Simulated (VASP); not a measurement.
# In (P6/mmm) in VASP: single point with LDA

Aim: the single point of In with LDA.

All numbers are computed with VASP 6.6.1; they aren't measurements. Logs are shortened: lines on timing, memory, paths and dates and some standing lists are left out, and cuts for length are marked.

### Step 1. The cell of the first run

It takes space group P6/mmm (No. 191, hexagonal). Conventional cell: a = 3.086 Å, b = 3.086 Å, c = 9.473 Å, α = 90.00°, β = 90.00°, γ = 120.00°. Within 4.1 Å of In (site symmetry 6/mmm) lie 6 In at 3.09 Å.

### Step 2. Single point, LDA

File INCAR:

```
ALGO = Normal
EDIFF = 1E-6
ENCUT = 520
GGA = CA
ISIF = 2
ISMEAR = -1
LASPH = True
LCHARG = False
LREAL = False
LWAVE = False
NBANDS = 12
NELM = 60
PREC = Accurate
SIGMA = 0.05
```

File KPOINTS:

```
k-points
0
Gamma
  9 9 3
```

File POSCAR:

```
In
1.0
    3.0855200000      0.0000000000      0.0000000000
   -1.5427600000      2.6721400000      0.0000000000
    0.0000000000      0.0000000000      9.4732600000
In
1
Direct
    0.0000000000      0.0000000000      0.0000000000
```

Potentials or basis: VASP PAW LDA potentials, release 64 (In_d).

Launch:

```console
cat potpaw_LDA.64/In_d/POTCAR > POTCAR
mpirun -np 1 vasp_std > vasp.out
```

OUTCAR:

```text
EDIFF = 1E-6
   ENCUT = 520
   GGA = CA
   ISIF = 2
   ISMEAR = -1
   LASPH = True
   LREAL = False
   NELM = 60
   PREC = Accurate

 ion  position               nearest neighbor table
   1  0.000  0.000  0.000-

  LATTYP: Found a hexagonal cell.
 ALAT       =     3.0855200000
 C/A-ratio  =     3.0702312738

  Lattice vectors:

 A1 = (   3.0855200000,   0.0000000000,   0.0000000000)
 A2 = (  -1.5427600000,   2.6721400000,   0.0000000000)
 A3 = (   0.0000000000,   0.0000000000,   9.4732600000)

Analysis of symmetry for initial positions (statically):
=====================================================================
 Subroutine PRICEL returns:
 Original cell was already a primitive cell.

 Routine SETGRP: Setting up the symmetry group for a
 hexagonal supercell.

 Subroutine GETGRP returns: Found 24 space group operations
 (whereof 24 operations were pure point group operations)
 out of a pool of 24 trial point group operations.

The static configuration has the point symmetry D_6h.

Analysis of symmetry for dynamics (positions and initial velocities):
=====================================================================
 Subroutine PRICEL returns:
 Original cell was already a primitive cell.

 Routine SETGRP: Setting up the symmetry group for a
 hexagonal supercell.

 Subroutine GETGRP returns: Found 24 space group operations
 (whereof 24 operations were pure point group operations)
 out of a pool of 24 trial point group operations.

The dynamic configuration has the point symmetry D_6h.

 Subroutine INISYM returns: Found 24 space group operations
 (whereof 24 operations are pure point group operations),
 and found     1 'primitive' translations

----------------------------------------------------------------------------------------

                                     Primitive cell

  volume of cell :      78.1065

  direct lattice vectors                    reciprocal lattice vectors
     3.085520000  0.000000000  0.000000000     0.324094480  0.187115945  0.000000000
    -1.542760000  2.672140000  0.000000000     0.000000000  0.374231889  0.000000000
     0.000000000  0.000000000  9.473260000     0.000000000  0.000000000  0.105560282

  length of vectors
     3.085520000  3.085521122  9.473260000     0.374232025  0.374231889  0.105560282

  position of ions in fractional coordinates (direct lattice)
     0.000000000  0.000000000  0.000000000

  ion indices of the primitive-cell ions
   primitive index   ion index
                 1           1

----------------------------------------------------------------------------------------

 KPOINTS: k-points

Automatic generation of k-mesh.
 Grid dimensions read from file:
 generate k-points for:    9    9    3

 Generating k-lattice:

  Cartesian coordinates                     Fractional coordinates (reciprocal lattice)
     0.036010498  0.020790661  0.000000000     0.111111111  0.000000000  0.000000000
     0.000000000  0.041581321  0.000000000     0.000000000  0.111111111  0.000000000
     0.000000000  0.000000000  0.035186761     0.000000000  0.000000000  0.333333333

  Length of vectors
     0.041581336  0.041581321  0.035186761

  Shift w.r.t. Gamma in fractional coordinates (k-lattice)
     0.000000000  0.000000000  0.000000000

 Subroutine IBZKPT returns following result:
 ===========================================

 Found     24 irreducible k-points:

 Following reciprocal coordinates:
            Coordinates               Weight
  0.000000  0.000000  0.000000      1.000000
  0.111111  0.000000  0.000000      6.000000
  0.222222  0.000000  0.000000      6.000000
  0.333333  0.000000  0.000000      6.000000
  0.444444  0.000000  0.000000      6.000000
  0.111111  0.111111  0.000000      6.000000
[... 16 lines left out ...]
  0.333333  0.222222  0.333333     24.000000
  0.333333  0.333333  0.333333      4.000000
   k-points           NKPTS =     24   k-points in BZ     NKDIM =     24   number of bands    NBANDS=     12
   number of dos      NEDOS =    301   number of ions     NIONS =      1
   total plane-waves  NPLWV =  40320
   dimension x,y,z NGX =    24 NGY =   24 NGZ =   70
   dimension x,y,z NGXF=    48 NGYF=   48 NGZF=  140
   ions per type =               1
   NGX,Y,Z   is equivalent  to a cutoff of  12.93, 12.93, 12.28 a.u.
   NGXF,Y,Z  is equivalent  to a cutoff of  25.86, 25.86, 24.57 a.u.
 SYSTEM =  unknown system
   PREC   = accura    normal or accurate (medium, high low for compatibility)
   ISTART =      0    job   : 0-new  1-cont  2-samecut
   ICHARG =      2    charge: 1-file 2-atom 10-const
   ISPIN  =      1    spin polarized calculation?
   LNONCOLLINEAR =      F non collinear calculations
   LSORBIT =      F    spin-orbit coupling
   LASPH  =      T    aspherical Exc in radial PAW
   ENCUT  =  520.0 eV  38.22 Ry    6.18 a.u.   5.74  5.74 17.61*2*pi/ulx,y,z
   NELM   =     60;   NELMIN=  2; NELMDL= -5     # of ELM steps
   EDIFF  = 0.1E-05   stopping-criterion for ELM
   LREAL  =      F    real-space projection
   EDIFFG = 0.1E-04   stopping-criterion for IOM
   NSW    =      0    number of steps for IOM
   IBRION =     -1    ionic relax: 0-MD 1-quasi-New 2-CG
   NFREE  =      0    steps in history (QN), initial steepest desc. (CG)
   ISIF   =      2    stress and relaxation
   ISYM   =      2    0-nonsym 1-usesym 2-fastsym
   POTIM  = 0.5000    time-step for ionic-motion
   TEBEG  =    0.0;   TEEND  =   0.0 temperature during run
   PSTRESS=    0.0 pullay stress
   NELECT =      13.0000    total number of electrons
   NUPDOWN=      -1.0000    fix difference up-down
   EMIN   =  10.00;   EMAX   =-10.00  energy-range for DOS
   EFERMI =   0.00;   METHOD = LEGACY
   ISMEAR =    -1;   SIGMA  =   0.05  broadening in eV -4-tet -1-fermi 0-gaus
   EFERMI_NEDOS =   21; number of points for ismear=-14 and -15
   IALGO  =     38    algorithm
   IMIX   =      4    mixing-type and parameters
     AMIX     =   0.40;   BMIX     =  1.00
     AMIX_MAG =   1.60;   BMIX_MAG =  1.00
  volume/ion in A,a.u.               =      78.11       527.09
  Fermi-wavevector in a.u.,A,eV,Ry     =   0.900521  1.701737 11.033470  0.810937
  Thomas-Fermi vector in A             =   2.023488
   LORBIT       =      0    0 simple, 1 ext, 2 COOP (PROOUT), +10 PAW based schemes
   GGA     = CA    functional components
   LHFCALC =     F    Hartree Fock is set to
   AEXX    =    0.0000 exact exchange contribution
   IVDW    =     0    specifies the selected vdW correction
   LEPSILON=     F    determine dielectric tensor
   LRPA    =     F    only Hartree local field effects (RPA)
 non-spin polarized calculation
  energy-cutoff  :      520.00
  volume of cell :       78.11
 maximum number of plane-waves:      2115
 NGX is ok and might be reduce to    24
   NGX = 11   NGY = 11   NGZ = 35

 number of electron      13.0000004 magnetization

 Free energy of the ion-electron system (eV)
  ---------------------------------------------------
  ext. energy  EPLUGINS =         0.00000000
  ---------------------------------------------------
  free energy    TOTEN  =        -2.61846892 eV

  energy without entropy =       -2.60851747  energy(sigma->0) =       -2.61349320

 E-fermi :  -0.5072     XC(G=0):  -4.9965

 val. band max:       -0.5750369001   @ k =   0.3333   0.2222   0.3333
 cond. band min:      -0.3666447294   @ k =   0.3333   0.3333   0.0000
 fundamental gap:      0.2083921707
 Fermi energy:        -0.5071914794

 k-point     1 :       0.0000    0.0000    0.0000
  band No.  band energies     occupation
      1     -15.2379      2.00000
      2     -15.0793      2.00000
      3     -15.0793      2.00000
      4     -14.7654      2.00000
      5     -14.7654      2.00000
      6      -8.6160      2.00000
      7      -1.8258      2.00000
      8       2.4522      0.00000
      9       5.4184      0.00000
     10       6.1764      0.00000
     11      12.1300      0.00000
     12      12.1300      0.00000

 k-point     2 :       0.1111    0.0000    0.0000
  band No.  band energies     occupation
      1     -15.1993      2.00000
      2     -15.0885      2.00000
      3     -15.0202      2.00000
      4     -14.8053      2.00000
      5     -14.7736      2.00000
      6      -8.3529      2.00000
      7      -1.5256      2.00000
      8       2.7046      0.00000
      9       5.6888      0.00000
     10       6.4133      0.00000
     11       9.4312      0.00000
     12      10.9586      0.00000

 k-point     3 :       0.2222    0.0000    0.0000
  band No.  band energies     occupation
      1     -15.2182      2.00000
      2     -15.0013      2.00000
      3     -14.9035      2.00000
      4     -14.8675      2.00000
      5     -14.7944      2.00000
      6      -7.5377      2.00000
      7      -0.6519      1.89521
      8       3.4583      0.00000
      9       5.4565      0.00000
     10       6.4848      0.00000
     11       7.1822      0.00000
     12       9.2010      0.00000

 k-point     4 :       0.3333    0.0000    0.0000
  band No.  band energies     occupation
      1     -15.2963      2.00000
      2     -15.0107      2.00000
      3     -14.8559      2.00000
      4     -14.8180      2.00000
      5     -14.6880      2.00000
      6      -6.1209      2.00000
      7       0.7148      0.00000
      8       1.7830      0.00000
      9       4.7484      0.00000
     10       7.5521      0.00000
     11       7.8229      0.00000
     12       8.3872      0.00000

 k-point     5 :       0.4444    0.0000    0.0000
  band No.  band energies     occupation
      1     -15.3507      2.00000
      2     -15.0783      2.00000
      3     -14.8333      2.00000
      4     -14.7634      2.00000
      5     -14.5671      2.00000
      6      -4.0804      2.00000
      7      -1.4140      2.00000
      8       2.3113      0.00000
      9       5.8885      0.00000
     10       6.5301      0.00000
     11       7.0780      0.00000
     12       8.8347      0.00000
[... 228 lines left out ...]
      1     -15.2880      2.00000
      2     -15.0745      2.00000
      3     -14.8598      2.00000
      4     -14.7593      2.00000
      5     -14.6029      2.00000
      6      -2.7939      2.00000
      7      -2.4118      2.00000
      8       2.9144      0.00000
      9       5.0057      0.00000
     10       5.5041      0.00000
     11       8.1116      0.00000
     12       8.3016      0.00000

 k-point    22 :       0.2222    0.2222    0.3333
  band No.  band energies     occupation
      1     -15.1147      2.00000
      2     -15.0145      2.00000
      3     -14.9748      2.00000
      4     -14.8716      2.00000
      5     -14.6605      2.00000
      6      -5.2481      2.00000
      7       1.4997      0.00000
      8       2.0646      0.00000
      9       3.2535      0.00000
     10       5.9051      0.00000
     11       7.0539      0.00000
     12       8.8677      0.00000

 k-point    23 :       0.3333    0.2222    0.3333
  band No.  band energies     occupation
      1     -15.1044      2.00000
      2     -15.0363      2.00000
      3     -14.9137      2.00000
      4     -14.8396      2.00000
      5     -14.6975      2.00000
      6      -3.2331      2.00000
      7      -0.5750      1.59051
      8       2.1888      0.00000
      9       3.0641      0.00000
     10       6.4876      0.00000
     11       7.7135      0.00000
     12       8.7023      0.00000

 k-point    24 :       0.3333    0.3333    0.3333
  band No.  band energies     occupation
      1     -14.9862      2.00000
      2     -14.9862      2.00000
      3     -14.8977      2.00000
      4     -14.8977      2.00000
      5     -14.8155      2.00000
      6      -1.6888      2.00000
      7      -0.3665      0.11327
      8      -0.3665      0.11326
      9       3.9467      0.00000
     10       6.8766      0.00000
     11       6.8766      0.00000
     12       9.7044      0.00000

------------------------ aborting loop because EDIFF is reached ----------------------------------------

  FORCE on cell =-STRESS in cart. coord.  units (eV):
  Direction    XX          YY          ZZ          XY          YZ          ZX
  --------------------------------------------------------------------------------------
  -------------------------------------------------------------------------------------
  Total       -0.2790158     -0.2790161     -0.0180613      0.0000000      0.0000000      0.0000000
  in kB       -5.7233779     -5.7233835     -0.3704864      0.0000000      0.0000000      0.0000000
  external PRESSURE =      -3.9390826 kB  Pullay stress =       0.0000000 kB

 VOLUME and BASIS-vectors are now :
 -----------------------------------------------------------------------------
  energy-cutoff  :      520.00
  volume of cell :       78.11
      direct lattice vectors                 reciprocal lattice vectors
     3.085520000  0.000000000  0.000000000     0.324094480  0.187115945  0.000000000
    -1.542760000  2.672140000  0.000000000     0.000000000  0.374231889  0.000000000
     0.000000000  0.000000000  9.473260000     0.000000000  0.000000000  0.105560282

 POSITION                                       TOTAL-FORCE (eV/Angst)
 -----------------------------------------------------------------------------------
      0.00000      0.00000      0.00000         0.000000      0.000000      0.000000
 -----------------------------------------------------------------------------------
    total drift:                                0.000000      0.000000     -0.000000

  FREE ENERGIE OF THE ION-ELECTRON SYSTEM (eV)
  ---------------------------------------------------
  free  energy   TOTEN  =        -2.6184689200 eV

  energy  without entropy=       -2.6085174745  energy(sigma->0) =       -2.61349320
```

Wall time 26 s (1 thread of Intel Xeon 8259CL, shared host); peak memory 0.16 GiB.

What came out:

```
Free energy : -2.6185 eV
Pressure    : -0.4 GPa
```

Caveat: spin-orbit coupling is left out, which moves the levels of the heavy elements.
